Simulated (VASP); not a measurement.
Wanted: the native input for a VASP 6.6.1 run.

| Property | Result |
| --- | --- |
| Task | single point |
| Functional | PBE |
| Potentials or basis | VASP PAW PBE potentials, release 64 (Be, Se) |
| Cutoff | 600 eV |
| k mesh | 2 × 2 × 2 |
| Occupations | gaussian, width 0.136057 eV |
| Spin | no spin polarisation |
| Hubbard terms | Se p U = 1.7 eV |
| Dipole correction | no |
| Further INCAR settings | ALGO = Normal; EDIFF = 1e-06; NBANDS = 11 |

The structure of BeSe lies in POSCAR:

```
BeSe
1.0
    0.0000000000      2.7071970527      2.7071970527
    2.7071970527      0.0000000000      2.7071970527
    2.7071970527      2.7071970527      0.0000000000
Be Se
1 1
Direct
    0.0000000000      0.0000000000      0.0000000000
    0.2500000000      0.2500000000      0.2500000000
```

The input as run:

INCAR

```
PREC = Accurate
ENCUT = 600
EDIFF = 1E-6
ISMEAR = 0
SIGMA = 0.13605693122994
LREAL = False
LASPH = True
NELM = 200
ALGO = Normal
ISIF = 2
LWAVE = False
LCHARG = False
LDAU = True
LDAUTYPE = 2
LDAUL = -1 1
LDAUU = 0 1.7
LDAUJ = 0 0
LDAUPRINT = 1
GGA = PE
NBANDS = 11
GGA_COMPAT = False
```

KPOINTS

```
Automatic mesh
0
Gamma
  2 2 2
```

Potentials or basis: VASP PAW PBE potentials, release 64 (Be, Se).

Launch:

```bash
$ cat potpaw_PBE.64/Be/POTCAR potpaw_PBE.64/Se/POTCAR > POTCAR
$ mpirun -np 1 vasp_std > vasp.out
```

It gave:

```
Pressure               : -0.7 GPa
Band gap on the k mesh : 2.71 eV (least direct gap 3.19 eV)
```

Caveat: the k points lie up to 1.00 Å⁻¹ apart.

Wall time 3.9 s on 1 thread of AMD EPYC 7R13 Processor (Zen 3), with other jobs on the host, peak memory 0.14 GiB.
